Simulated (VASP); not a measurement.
Input of a VASP 6.6.1 run:

File POSCAR:

```
Ag
1.0
    0.0000000000      2.0431000000      1.8796520000
    2.0431000000      0.0000000000      1.8796520000
    2.0431000000      2.0431000000      0.0000000000
Ag
1
Direct
    0.0000000000      0.0000000000      0.0000000000
```

Contents of INCAR.step1:

```
SYSTEM = Ag
PREC = Accurate
ENCUT = 520
ISMEAR = 0
SIGMA = 0.15
LREAL = .FALSE.
LASPH = .TRUE.
NELM = 60
NBANDS = 12
GGA = PE
ALGO = Normal
EDIFF = 1E-4
LWAVE = .TRUE.
LCHARG = .FALSE.
```

Contents of INCAR.step2:

```
SYSTEM = Ag
PREC = Accurate
ENCUT = 520
EDIFF = 1E-7
ISMEAR = 0
SIGMA = 0.15
LREAL = .FALSE.
LASPH = .TRUE.
NELM = 60
ALGO = Normal
ISIF = 2
LWAVE = .FALSE.
LCHARG = .FALSE.
METAGGA = R2SCAN
LMIXTAU = .TRUE.
NBANDS = 12
ISTART = 1
```

The input KPOINTS:

```
regular mesh
0
G
  20 20 20
  0 0 0
```

Potentials or basis: VASP PAW PBE potentials, release 64 (Ag).

Command:

```console
$ cat potpaw_PBE.64/Ag/POTCAR > POTCAR
$ cp INCAR.step1 INCAR
$ mpirun -np 1 vasp_std > vasp.out
$ cp INCAR.step2 INCAR
$ mpirun -np 1 vasp_std > vasp.out
```

Question: Predict the pressure.

Answer: 13.7 GPa.

Question: What does it give for the band gap on the k mesh?

Answer: Zero (an odd number of electrons rules out a gap without spin polarisation).

Stress tensor (GPa, compression positive):
```
12.70  0.00  0.00
 0.00 12.70  0.00
 0.00  0.00 15.83
```

Caveat: the cell differs from its parent crystal (strain +0.000 along x and y, -0.080 along z); the cell stands under pressure; the PAW data sets were made with another functional, which shifts forces and pressure a little.
